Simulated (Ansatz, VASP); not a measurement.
# One calculation of BP, two programs

```
B P
1.0
     0.00000    4.54819   -4.54819
     4.54819    4.54819    0.00000
     4.54819    0.00000   -4.54819
B P
8 8
Direct
  0.50000 0.50000 0.00000
  0.50000 0.00000 0.00000
  0.00000 0.50000 0.00000
  0.00000 0.00000 0.00000
  0.50000 0.50000 0.50000
  0.50000 0.00000 0.50000
  0.00000 0.50000 0.50000
  0.00000 0.00000 0.50000
  0.37500 0.37500 0.37500
  0.37500 0.87500 0.37500
  0.87500 0.37500 0.37500
  0.87500 0.87500 0.37500
  0.37500 0.37500 0.87500
  0.37500 0.87500 0.87500
  0.87500 0.37500 0.87500
  0.87500 0.87500 0.87500
```

Alike in both runs: task single point; functional PBE; k mesh 1 × 1 × 1; occupations gaussian, width 0.01 eV; no spin polarisation.

```csv
,VASP,Ansatz
version,VASP 6.6.1,Ansatz 0.2.0
potentials or method,"VASP PAW PBE potentials, release 64 (B, P), cutoff 520 eV","scalar-relativistic, plane waves, PAW"
valence electrons in the cell,64,64
```

```csv
,VASP,Ansatz,Ansatz less VASP
gap on the k mesh at the Fermi level (eV),1.16,1.17,+0.009
least direct gap on the mesh (eV),1.16,1.17,+0.009
pressure (GPa),15.3,15.4,+0.13
```

The k mesh is coarse, so the values compare programs but aren't converged.
